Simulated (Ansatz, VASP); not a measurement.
## Pb: VASP beside Ansatz

```xyz
1
Lattice="-1.9978 1.9978 1.9978 1.9978 -1.9978 1.9978 1.9978 1.9978 -1.9978" Properties=species:S:1:pos:R:3 pbc="T T T"
Pb    0.0000    0.0000    0.0000
```

Alike in both runs: task single point; functional PBE; k mesh 13 × 13 × 13; occupations fermi-dirac, width 0.1 eV; no spin polarisation.

|  | VASP | Ansatz |
| --- | --- | --- |
| version | VASP 6.6.1 | Ansatz 0.2.0 |
| potentials or method | VASP PAW PBE potentials, release 64 (Pb_d), cutoff 520 eV | plane waves (420 eV) with PAW, scalar-relativistic |
| valence electrons in the cell | 14 | 14 |

```tsv
	VASP	Ansatz	Ansatz less VASP
pressure (GPa)	0.0	0.0	+0.05
```

With one functional, cell and mesh, what is left measures potentials, basis and numerics.

Neither program's run includes spin-orbit coupling.
